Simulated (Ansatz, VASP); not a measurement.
## Si2Mo: VASP beside Ansatz

File INCAR:

```
SYSTEM = Si2Mo
  PREC = Accurate
  ENCUT = 520
  EDIFF = 1E-7
  ISMEAR = 0
  SIGMA = 0.1
  LREAL = .FALSE.
  LASPH = .TRUE.
  NELM = 80
  ALGO = Normal
  ISIF = 2
  LWAVE = .FALSE.
  LCHARG = .TRUE.
  LDIPOL = .TRUE.
  IDIPOL = 3
  DIPOL = 0.5 0.5 0.500
  GGA = PS
  LELF = .TRUE.
  LVHAR = .TRUE.
  LVACPOTAV = .TRUE.
  NBANDS = 43
```

KPOINTS

```
Automatic mesh
0
G
  11 11 1
  0 0 0
```

The input POSCAR:

```
Si2Mo
1.0
    3.1900701696      0.0000000000      0.0000000000
    0.0000000000      3.1900701696      0.0000000000
    0.0000000000      0.0000000000     25.4015074039
Si Mo
6 3
Direct
    0.0000000000      0.0000000000      0.2952580680
    0.0000000000      0.0000000000      0.3968317014
    0.5000000000      0.5000000000      0.4492131833
    0.5000000000      0.5000000000      0.5507868167
    0.0000000000      0.0000000000      0.6031682986
    0.0000000000      0.0000000000      0.7047419320
    0.5000000000      0.5000000000      0.3460448847
    0.0000000000      0.0000000000      0.5000000000
    0.5000000000      0.5000000000      0.6539551153
```

Input for Ansatz:

```yaml
crystal:
  lattice:
    - [3.1900701696, 0.0, 0.0]
    - [0.0, 3.1900701696, 0.0]
    - [0.0, 0.0, 25.4015074039]
  atoms:
    - { symbol: Si, position: [0.0, 0.0, 0.295258068] }
    - { symbol: Mo, position: [0.5, 0.5, 0.3460448847] }
    - { symbol: Si, position: [0.0, 0.0, 0.3968317014] }
    - { symbol: Si, position: [0.5, 0.5, 0.4492131833] }
    - { symbol: Mo, position: [0.0, 0.0, 0.5] }
    - { symbol: Si, position: [0.5, 0.5, 0.5507868167] }
    - { symbol: Si, position: [0.0, 0.0, 0.6031682986] }
    - { symbol: Mo, position: [0.5, 0.5, 0.6539551153] }
    - { symbol: Si, position: [0.0, 0.0, 0.704741932] }
basis:
  ecutwfc: 420
kpoints:
  mp_grid: { grid: [11, 11, 1] }
hamiltonian:
  xc: pbesol
scf:
  occupations: { method: gaussian, width: 0.1 }
output:
  forces: true
  stress: true
  eigenvalues: true
  write_density: true
  write_potential: true
  elf: true
  volumetric_format: npy
efield:
  axis: 3
  dipole_correction: true
  ramp_width: 0.04
```

Alike in both runs: task single point; functional PBEsol; k mesh 11 × 11 × 1; occupations gaussian, width 0.1 eV; no spin polarisation.

|  | VASP | Ansatz |
| --- | --- | --- |
| version | VASP 6.6.1 | Ansatz 0.2.0 |
| potentials or method | VASP PAW PBE potentials, release 64 (Si, Mo_sv), cutoff 520 eV | scalar-relativistic, plane waves, PAW |
| valence electrons in the cell | 66 | 66 |

Ansatz gave:

| Quantity | Value |
| --- | --- |
| gap on the k mesh at the Fermi level (eV) | none |
| rms of the force components (eV/Å) | 0.210 |
| work function, face that differs most (eV) | 4.54 |

Q: Which values does VASP return?

A: gap on the k mesh at the Fermi level (eV): none; rms of the force components (eV/Å): 0.206; work function, face that differs most (eV): 4.55.

VASP's potentials were made for PBE, not for PBEsol. A gap of «none» marks a metal or a gap that the smearing closes. Ansatz's warnings: xc potential rough in thin density.
